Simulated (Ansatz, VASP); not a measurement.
# TiPt5 in VASP and in Ansatz

```
Ti Pt
1.0
     0.00000    3.62267    3.62267
     3.62267    0.00000    3.62267
     3.62267    3.62267    0.00000
Ti Pt
1 5
Direct
  0.00000 0.00000 0.00000
  0.25000 0.25000 0.25000
  0.12500 0.62500 0.62500
  0.62500 0.62500 0.62500
  0.62500 0.12500 0.62500
  0.62500 0.62500 0.12500
```

Change from the starting cell: species swapped into the ZrCu5 type (F-43m, No. 216).

Alike in both runs: task relaxation of cell and atoms; functional PBE; k mesh 4 × 4 × 4; occupations gaussian, width 0.1 eV; no spin polarisation.

|  | VASP | Ansatz |
| --- | --- | --- |
| version | VASP 6.6.1 | Ansatz 0.2.0 |
| potentials or method | VASP PAW PBE potentials, release 64 (Ti_sv, Pt), cutoff 600 eV | scalar-relativistic, plane waves, PAW |
| valence electrons in the cell | 62 | 102 |

```csv
,VASP,Ansatz,Ansatz less VASP
"gap on the k mesh at the Fermi level, each at its own relaxed structure (eV)",none,none,-
relaxed volume (Å³/atom),16.61,16.65,+0.036
relaxed cell length with the largest relative difference (Å),5.204,5.208,+0.0038
```

A gap of «none» marks a metal or a gap that the smearing closes. VASP's potentials hold 62 valence electrons a cell and Ansatz's 102, so a difference there can come from the potentials and not from the codes.

The k mesh is coarse, so the values compare programs but aren't converged. Neither program's run includes spin-orbit coupling.
